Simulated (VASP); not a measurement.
# Tl (P6_3/mmc) in VASP: further runs

Tl is run at these levels: PBEsol; tasks: single point.

All numbers are computed with VASP 6.6.1; they aren't measurements. Logs are shortened: lines on timing, memory, paths and dates and some standing lists are left out, and cuts for length are marked.

## 1. The cell of the first run

It takes space group P6_3/mmc (No. 194, hexagonal). Conventional cell: a = 3.501 Å, b = 3.501 Å, c = 5.598 Å, α = 90.00°, β = 90.00°, γ = 120.00°. Within 4.5 Å of Tl (site symmetry -6m2) lie 12 Tl at 3.45 to 3.50 Å.

## 2. Single point, PBEsol (29.72 Å³/atom)

Input file INCAR:

```
SYSTEM = Tl
ALGO = Normal ; EDIFF = 1E-7
ENCUT = 520 ; GGA = PS
ISIF = 2 ; ISMEAR = -1
LASPH = .True. ; LCHARG = .False.
LREAL = .False. ; LWAVE = .False.
NBANDS = 20 ; NELM = 80
PREC = Accurate ; SIGMA = 0.05
```

Input file KPOINTS:

```
k-points
0
Gamma
  9 9 5
  0 0 0
```

Input file POSCAR:

```
Tl
1.0
    3.5014788996      0.0000000000      0.0000000000
   -1.7507394498      3.0323696779      0.0000000000
    0.0000000000      0.0000000000      5.5977057061
Tl
2
Direct
    0.6666666667      0.3333333333      0.7500000000
    0.3333333333      0.6666666667      0.2500000000
```

Potentials or basis: VASP PAW PBE potentials, release 64 (Tl_d).

Started as:

```console
$ cat potpaw_PBE.64/Tl_d/POTCAR > POTCAR
$ mpirun -np 1 vasp_std > vasp.out
```

OUTCAR:

```text
SYSTEM = Tl
   EDIFF = 1E-7
   ENCUT = 520
   GGA = PS
   ISIF = 2
   ISMEAR = -1
   LASPH = .True.
   LREAL = .False.
   NELM = 80
   PREC = Accurate

 ion  position               nearest neighbor table
   1  0.667  0.333  0.750-   2 3.45   2 3.45   2 3.45   2 3.45   2 3.45   2 3.45
   2  0.333  0.667  0.250-   1 3.45   1 3.45   1 3.45   1 3.45   1 3.45   1 3.45

  LATTYP: Found a hexagonal cell.
 ALAT       =     3.5014788996
 C/A-ratio  =     1.5986689815

  Lattice vectors:

 A1 = (   3.5014788996,   0.0000000000,   0.0000000000)
 A2 = (  -1.7507394498,   3.0323696779,   0.0000000000)
 A3 = (   0.0000000000,   0.0000000000,   5.5977057061)

Analysis of symmetry for initial positions (statically):
=====================================================================
 Subroutine PRICEL returns:
 Original cell was already a primitive cell.

 Routine SETGRP: Setting up the symmetry group for a
 hexagonal supercell.

 Subroutine GETGRP returns: Found 24 space group operations
 (whereof 12 operations were pure point group operations)
 out of a pool of 24 trial point group operations.

The static configuration has the point symmetry D_3d.
 The point group associated with its full space group is D_6h.

Analysis of symmetry for dynamics (positions and initial velocities):
=====================================================================
 Subroutine PRICEL returns:
 Original cell was already a primitive cell.

 Routine SETGRP: Setting up the symmetry group for a
 hexagonal supercell.

 Subroutine GETGRP returns: Found 24 space group operations
 (whereof 12 operations were pure point group operations)
 out of a pool of 24 trial point group operations.

The dynamic configuration has the point symmetry D_3d.
 The point group associated with its full space group is D_6h.

 Subroutine INISYM returns: Found 24 space group operations
 (whereof 12 operations are pure point group operations),
 and found     1 'primitive' translations

----------------------------------------------------------------------------------------

                                     Primitive cell

  volume of cell :      59.4352

  direct lattice vectors                    reciprocal lattice vectors
     3.501478900  0.000000000  0.000000000     0.285593610  0.164887548  0.000000000
    -1.750739450  3.032369678  0.000000000     0.000000000  0.329775095  0.000000000
     0.000000000  0.000000000  5.597705706     0.000000000  0.000000000  0.178644618

[... 73 lines left out ...]
 SYSTEM =  Tl
   PREC   = accura    normal or accurate (medium, high low for compatibility)
   ISTART =      0    job   : 0-new  1-cont  2-samecut
   ICHARG =      2    charge: 1-file 2-atom 10-const
   ISPIN  =      1    spin polarized calculation?
   LNONCOLLINEAR =      F non collinear calculations
   LSORBIT =      F    spin-orbit coupling
   LASPH  =      T    aspherical Exc in radial PAW
   ENCUT  =  520.0 eV  38.22 Ry    6.18 a.u.   6.51  6.51 10.41*2*pi/ulx,y,z
   NELM   =     80;   NELMIN=  2; NELMDL= -5     # of ELM steps
   EDIFF  = 0.1E-06   stopping-criterion for ELM
   LREAL  =      F    real-space projection
   EDIFFG = 0.1E-05   stopping-criterion for IOM
   NSW    =      0    number of steps for IOM
   IBRION =     -1    ionic relax: 0-MD 1-quasi-New 2-CG
   NFREE  =      0    steps in history (QN), initial steepest desc. (CG)
   ISIF   =      2    stress and relaxation
   ISYM   =      2    0-nonsym 1-usesym 2-fastsym
   POTIM  = 0.5000    time-step for ionic-motion
   TEBEG  =    0.0;   TEEND  =   0.0 temperature during run
   PSTRESS=    0.0 pullay stress
   NELECT =      26.0000    total number of electrons
   NUPDOWN=      -1.0000    fix difference up-down
   EMIN   =  10.00;   EMAX   =-10.00  energy-range for DOS
   EFERMI =   0.00;   METHOD = LEGACY
   ISMEAR =    -1;   SIGMA  =   0.05  broadening in eV -4-tet -1-fermi 0-gaus
   EFERMI_NEDOS =   21; number of points for ismear=-14 and -15
   IALGO  =     38    algorithm
   IMIX   =      4    mixing-type and parameters
     AMIX     =   0.40;   BMIX     =  1.00
     AMIX_MAG =   1.60;   BMIX_MAG =  1.00
  volume/ion in A,a.u.               =      29.72       200.54
  Fermi-wavevector in a.u.,A,eV,Ry     =   1.242753  2.348462 21.013303  1.544434
  Thomas-Fermi vector in A             =   2.377093
   LORBIT       =      0    0 simple, 1 ext, 2 COOP (PROOUT), +10 PAW based schemes
   GGA     = PS    functional components
   LHFCALC =     F    Hartree Fock is set to
   AEXX    =    0.0000 exact exchange contribution
   IVDW    =     0    specifies the selected vdW correction
   LEPSILON=     F    determine dielectric tensor
   LRPA    =     F    only Hartree local field effects (RPA)
 non-spin polarized calculation
  energy-cutoff  :      520.00
  volume of cell :       59.44
 maximum number of plane-waves:      1641
 NGX is ok and might be reduce to    28
   NGX = 13   NGY = 13   NGZ = 21

 number of electron      26.0000001 magnetization

 Free energy of the ion-electron system (eV)
  ---------------------------------------------------
  ext. energy  EPLUGINS =         0.00000000
  ---------------------------------------------------
  free energy    TOTEN  =        -5.23779690 eV

  energy without entropy =       -5.22340789  energy(sigma->0) =       -5.23060240

 E-fermi :   5.9412     XC(G=0): -10.1745

 val. band max:        5.9205251597   @ k =   0.2222   0.2222   0.4000
 cond. band min:       5.9720308304   @ k =   0.2222   0.1111   0.2000
 fundamental gap:      0.0515056708
 Fermi energy:         5.9411616107

 k-point     1 :       0.0000    0.0000    0.0000
  band No.  band energies     occupation
      1      -5.6730      2.00000
      2      -5.4718      2.00000
      3      -5.4566      2.00000
      4      -5.4566      2.00000
      5      -5.4083      2.00000
      6      -5.4083      2.00000
[... 541 lines left out ...]
     19      13.4178      0.00000
     20      20.6545      0.00000

 [... further k-points ...]
[... 5 lines left out ...]
  --------------------------------------------------------------------------------------
  -------------------------------------------------------------------------------------
  Total       -0.5487973     -0.5487973     -0.1868658      0.0000000      0.0000000      0.0000000
  in kB      -14.7937677    -14.7937677     -5.0372876      0.0000000      0.0000000      0.0000000
  external PRESSURE =     -11.5416077 kB  Pullay stress =       0.0000000 kB

 VOLUME and BASIS-vectors are now :
 -----------------------------------------------------------------------------
  energy-cutoff  :      520.00
  volume of cell :       59.44
      direct lattice vectors                 reciprocal lattice vectors
     3.501478900  0.000000000  0.000000000     0.285593610  0.164887548  0.000000000
    -1.750739450  3.032369678  0.000000000     0.000000000  0.329775095  0.000000000
     0.000000000  0.000000000  5.597705706     0.000000000  0.000000000  0.178644618

 POSITION                                       TOTAL-FORCE (eV/Angst)
 -----------------------------------------------------------------------------------
      1.75074      1.01079      4.19828         0.000000      0.000000      0.000000
     -0.00000      2.02158      1.39943        -0.000000      0.000000      0.000000
 -----------------------------------------------------------------------------------
    total drift:                                0.000000     -0.000000      0.000000

  FREE ENERGIE OF THE ION-ELECTRON SYSTEM (eV)
  ---------------------------------------------------
  free  energy   TOTEN  =        -5.2377969030 eV

  energy  without entropy=       -5.2234078898  energy(sigma->0) =       -5.23060240
```

stdout:

```text
POSCAR found type information on POSCAR Tl
 POSCAR found :  1 types and       2 ions
 scaLAPACK will be used
 -----------------------------------------------------------------------------
|                                                                             |
|                                                                             |
|     You enforced a specific xc type in the INCAR file but a different       |
|     I HOPE YOU KNOW WHAT YOU ARE DOING!                                     |
|                                                                             |
 -----------------------------------------------------------------------------

 LDA part: xc-table for (Slater+PW92), standard interpolation
 POSCAR, INCAR and KPOINTS ok, starting setup
 FFT: planning ... GRIDC
 FFT: planning ... GRID_SOFT
 FFT: planning ... GRID
 WAVECAR not read
 entering main loop
```

Run time: 23 s. Hardware: 1 thread of Intel Xeon Platinum 8259CL at 2.50GHz (Skylake/Cascade Lake), shared host; peak memory 0.19 GiB.

What came out:

* Free energy: -5.2378 eV
* Pressure: -1.2 GPa
* Band gap on the k mesh: zero (bands 13 and 14 overlap by 3.49 eV)

Caveat: the PAW data sets were made with another functional, which shifts forces and pressure a little; spin-orbit coupling is left out, which moves the levels of the heavy elements.

## 3. Single point, PBEsol (30.29 Å³/atom)

This run uses another cell than the first one, of 30.29 Å³/atom.

Input file INCAR:

```
PREC     = Accurate       # precision mode
ENCUT    = 520            # plane-wave cutoff, eV
EDIFF    = 1E-7           # SCF threshold, eV
ISMEAR   = -1             # smearing method
SIGMA    = 0.05           # smearing width, eV
LREAL    = F              # projectors in reciprocal space
LASPH    = T              # aspherical terms in the spheres
NELM     = 100            # most SCF steps
ALGO     = Normal         # electronic algorithm
ISIF     = 2              # what is computed and relaxed
LWAVE    = F              # write WAVECAR
LCHARG   = F              # write CHGCAR
GGA      = PS             # functional
NBANDS   = 20             # bands
```

Input file KPOINTS:

```
Automatic mesh
0
Gamma
  9 9 5
```

Input file POSCAR:

```
Tl
1.0
    3.5237819143      0.0000000000      0.0000000000
   -1.7618909571      3.0516846552      0.0000000000
    0.0000000000      0.0000000000      5.6333608439
Tl
2
Direct
    0.6666666667      0.3333333333      0.7500000000
    0.3333333333      0.6666666667      0.2500000000
```

Potentials or basis: VASP PAW PBE potentials, release 64 (Tl_d).

Started as:

```console
$ cat potpaw_PBE.64/Tl_d/POTCAR > POTCAR
$ mpirun -np 1 vasp_std > vasp.out
```

Wall time 23 s (1 thread of Intel Xeon Platinum 8259CL at 2.50GHz (Skylake/Cascade Lake), shared host); peak memory 0.19 GiB.

Results (log left out):

```yaml
Free_energy: -5.2282 eV
Pressure: -1.7 GPa
Band_gap_on_the_k_mesh: zero (bands 13 and 14 overlap by 3.40 eV)
```

Stress tensor (GPa, compression positive):
```
-1.97  0.00  0.00
 0.00 -1.97  0.00
 0.00  0.00 -1.13
```

Levels at points of the mesh, in eV from the Fermi level:
| k point | band 11 | band 12 | band 13 | band 14 | band 15 | band 16 |
| --- | --- | --- | --- | --- | --- | --- |
| (0.00, 0.00, 0.00) | -9.63 | -5.09 | -2.59 | 7.64 | 7.64 | 9.60 |

Caveat: the PAW data sets were made with another functional, which shifts forces and pressure a little; spin-orbit coupling is left out, which moves the levels of the heavy elements.

The gap in the log of VASP goes by the Fermi energy; the results here count the filled bands.